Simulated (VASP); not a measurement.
GaN: single point with r2SCAN

The system is GaN.

```
Ga N
1.0
     0.00000    2.10852    2.10852
     2.10852    0.00000    2.10852
     2.10852    2.10852    0.00000
Ga N
1 1
Cartesian
  0.0000 0.0000 0.0000
  2.1085 2.1085 2.1085
```

| Quantity | Value |
| --- | --- |
| Program | VASP 6.6.1 |
| Task | single point |
| Functional | r2SCAN |
| Potentials or basis | VASP PAW PBE potentials, release 64 (Ga_d, N) |
| Cutoff | 520 eV |
| k mesh | 6 × 6 × 6 |
| Occupations | gaussian, width 0.01 eV |
| Spin | no spin polarisation |
| Dipole correction | no |
| Further INCAR settings | ALGO = Normal; EDIFF = 1e-06; NBANDS = 16 |

```yaml
Pressure: 1.2 GPa
Band_gap_on_the_k_mesh: 1.13 eV, indirect (least direct gap 3.40 eV)
```

Levels at points of the mesh, in eV from the valence-band top:
```tsv
k point	band 5	band 6	band 7	band 8	band 9	band 10	band 11	band 12	band 13	band 14
(0.00, 0.00, 0.00)	-14.34	-14.34	-0.54	-0.54	-0.54	2.86	15.48	15.48	15.48	17.00
(0.50, 0.00, 0.00)	-14.18	-14.18	-8.40	-0.19	-0.19	5.38	9.84	9.84	10.41	17.55
(0.50, 0.50, 0.00)	-14.12	-11.55	-7.29	-3.15	-3.15	1.13	8.49	13.12	15.74	15.74
```

Run time: 18 s on 1 thread of AMD EPYC 9R45 96-Core Processor (Zen 5), with other jobs on the host, peak memory 0.11 GiB.

Caveat: the k points lie up to 0.43 Å⁻¹ apart; the PAW data sets were made with another functional, which shifts forces and pressure a little. r2SCAN opens gaps a little over a GGA but as a rule still falls short of measured ones.
